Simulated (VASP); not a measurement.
Runs of VASP 6.6.1 on CdSe. The structure is that of space group Pnma (No. 62), or close to it. The cells are those of the table. 

| cell | k mesh | smearing | gap on the mesh (eV) | pressure (GPa) | largest force (eV/Å) |
| --- | --- | --- | --- | --- | --- |
| a = 4.507, b = 7.479, c = 8.165 Å, 8 atoms | 4 × 2 × 2 | gaussian 0.1 eV | 0.74 | 0.2 | 0.01 |
| a = 4.547, b = 7.491, c = 7.998 Å, angles 90.0, 89.8, 90.1°, 8 atoms | 4 × 2 × 2 | gaussian 0.1 eV | 0.81 | 0.2 | 0.01 |
| a = 6.994, b = 4.575, c = 7.568 Å, 8 atoms | 4 × 6 × 4 | gaussian 0.02 eV | 0.76 | 0.8 | (a) |
| a = 8.165, b = 4.507, c = 7.479 Å, 8 atoms | 2 × 4 × 4 | gaussian 0.1 eV | 0.74 | 0.2 | 0.01 |
| a = 8.165, b = 4.507, c = 7.479 Å, 8 atoms | 4 × 6 × 4 | gaussian 0.02 eV | 0.74 | 0.2 | 0.01 |

Alike in all rows: task single point; level PBE; potentials or basis VASP PAW PBE potentials, release 64 (Cd, Se); no spin polarisation; cutoff (eV) 520.

Estimate the missing entries.

(a) 0.03.

Caveats: some runs use coarse meshes.

A k mesh can miss the band edges, and the runs leave out spin-orbit coupling on Cd, Se.
